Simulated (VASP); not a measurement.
KF, 2 atoms in the cell. The structure is cubic, space group Fm-3m (No. 225). The conventional cell has a = 5.251 Å, b = 5.251 Å, c = 5.251 Å, α = 90.00°, β = 90.00°, γ = 90.00°. Within 3.5 Å of K (site symmetry m-3m) lie 6 F at 2.63 Å. F (site symmetry m-3m) has 6 K at 2.63 Å within 3.5 Å. 

| Item | Value |
| --- | --- |
| Program | VASP 6.6.1 |
| Task | single point |
| Functional | PBE |
| Potentials or basis | VASP PAW PBE potentials, release 64 (K_sv, F) |
| Cutoff | 600 eV |
| k mesh | 8 × 8 × 8 |
| Occupations | gaussian, width 0.02 eV |
| Spin | no spin polarisation |
| Dipole correction | no |
| Further INCAR settings | ALGO = Normal; EDIFF = 1e-06; NBANDS = 15 |

Potentials or basis: VASP PAW PBE potentials, release 64 (K_sv, F).

Launch:

```bash
$ cat potpaw_PBE.64/K_sv/POTCAR potpaw_PBE.64/F/POTCAR > POTCAR
$ mpirun -np 1 vasp_std > vasp.out
```

Hardware: 1 thread of Intel Xeon 8259CL, with other jobs on the host.

Task: How long does it take, and how much memory?

Result: Wall time 13 s on 1 thread of Intel Xeon 8259CL (shared host), peak memory 0.17 GiB. Counts: scf iterations 13, k points 29.
